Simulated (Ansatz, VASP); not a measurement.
One calculation of Si2W, two programs

```
Si W
1.0
     4.51992    0.00000    0.00000
    -2.25996    3.91436    0.00000
     0.00000    0.00000    6.92768
Si W
6 3
Direct
  0.81132 0.62264 0.50000
  0.18868 0.81132 0.83333
  0.62264 0.81132 0.16667
  0.18868 0.37736 0.50000
  0.81132 0.18868 0.83333
  0.37736 0.18868 0.16667
  0.00000 0.50000 0.16667
  0.50000 0.50000 0.83333
  0.50000 0.00000 0.50000
```

Alike in both runs: task single point; functional PBE; k mesh 9 × 9 × 6; occupations gaussian, width 0.03 eV; no spin polarisation.

|  | VASP | Ansatz |
| --- | --- | --- |
| version | VASP 6.6.1 | Ansatz 0.2.0 |
| potentials or method | VASP PAW PBE potentials, release 64 (Si, W_sv), cutoff 520 eV | scalar-relativistic, plane waves, PAW |
| valence electrons in the cell | 66 | 66 |

|  | VASP | Ansatz | Ansatz less VASP |
| --- | --- | --- | --- |
| gap on the k mesh at the Fermi level (eV) | 0.21 | 0.21 | +0.001 |
| least direct gap on the mesh (eV) | 0.73 | 0.73 | +0.002 |
| pressure (GPa) | 6.7 | 6.7 | -0.03 |
| traceless stress, the component that is largest in VASP (GPa) | -11.82 | -11.85 | -0.038 |
| rms of the force components (eV/Å) | 1.492 | 1.492 | +0.0001 |

Atom by atom the forces differ by 0.000 eV/Å (rms over components).

Neither program's run includes spin-orbit coupling.
